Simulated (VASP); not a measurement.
Here is a VASP 6.6.1 calculation.

File INCAR:

```
SYSTEM = AlAs
  PREC = Accurate
  ENCUT = 500
  EDIFF = 1E-6
  ISMEAR = 0
  SIGMA = 0.01
  LREAL = .False.
  LASPH = .True.
  NELM = 120
  ALGO = Normal
  ISIF = 2
  LWAVE = .False.
  LCHARG = .False.
  GGA = PS
  NBANDS = 11
  GGA_COMPAT = .False.
```

File KPOINTS:

```
regular mesh
0
Gamma
  6 6 6
  0 0 0
```

The input POSCAR:

```
AlAs
1.0
    0.0000000000      2.8389251760      2.8389251760
    2.8389251760      0.0000000000      2.8389251760
    2.8389251760      2.8389251760      0.0000000000
Al As
1 1
Direct
    0.0000000000      0.0000000000      0.0000000000
    0.2500000000      0.2500000000      0.2500000000
```

Potentials or basis: VASP PAW PBE potentials, release 64 (Al, As).

Command:

```sh
$ cat potpaw_PBE.64/Al/POTCAR potpaw_PBE.64/As/POTCAR > POTCAR
$ mpirun -np 1 vasp_std > vasp.out
```

Task: Estimate the pressure.

Result: 0.2 GPa.

Task: Predict the band gap on the k mesh.

Result: 1.33 eV (least direct gap 1.91 eV).

Caveat: the PAW data sets were made with another functional, which shifts forces and pressure a little. A k mesh can miss the band edges.
